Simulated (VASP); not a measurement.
Crystal: HfN.

```xyz
8
Lattice="4.5100 0.0000 0.0000 0.0000 4.5100 0.0000 0.0000 0.0000 4.5100" Properties=species:S:1:pos:R:3 pbc="T T T"
Hf    0.0000    0.0000    0.0000
Hf    0.0000    2.2550    2.2550
Hf    2.2550    0.0000    2.2550
Hf    2.2550    2.2550    0.0000
N     2.2550    2.2550    2.2550
N     0.0000    0.0000    2.2550
N     0.0000    2.2550    0.0000
N     2.2550    0.0000    0.0000
```

```yaml
Program: VASP 6.6.1
Task: relaxation of volume and atoms at fixed shape
Functional: LDA
Potentials_or_basis: VASP PAW LDA potentials, release 64 (Hf_pv, N)
Cutoff: 600 eV
k_mesh: 6 × 6 × 6
Occupations: fermi-dirac, width 0.05 eV
Spin: no spin polarisation
```

At the start: pressure -9.2 GPa; volume 11.47 Å³/atom.

Q: How do energy, volume and symmetry change on relaxing?

A: Over 3 steps the energy falls by 10.7 meV/atom and the volume is 11.11 Å³/atom (-3.1 %); space group Fm-3m (No. 225, to 0.1 Å) before and after.

The path:
| step | energy change (eV) | largest force (eV/Å) | pressure (GPa) | volume (Å³) |
| --- | --- | --- | --- | --- |
| 1 | 0.0000 | 0.0000 | -9.20 | 91.73 |
| 2 | 0.2933 | 0.0000 | 23.02 | 83.26 |
| 3 | -0.0853 | 0.0000 | -0.22 | 88.91 |

Final structure:
```
CELL_PARAMETERS angstrom
4.46321 0.00000 0.00000
0.00000 4.46321 0.00000
0.00000 0.00000 4.46321
ATOMIC_POSITIONS crystal
Hf 0.00000 0.00000 0.00000
Hf 0.00000 0.50000 0.50000
Hf 0.50000 0.00000 0.50000
Hf 0.50000 0.50000 0.00000
N 0.50000 0.50000 0.50000
N 0.00000 0.00000 0.50000
N 0.00000 0.50000 0.00000
N 0.50000 0.00000 0.00000
```
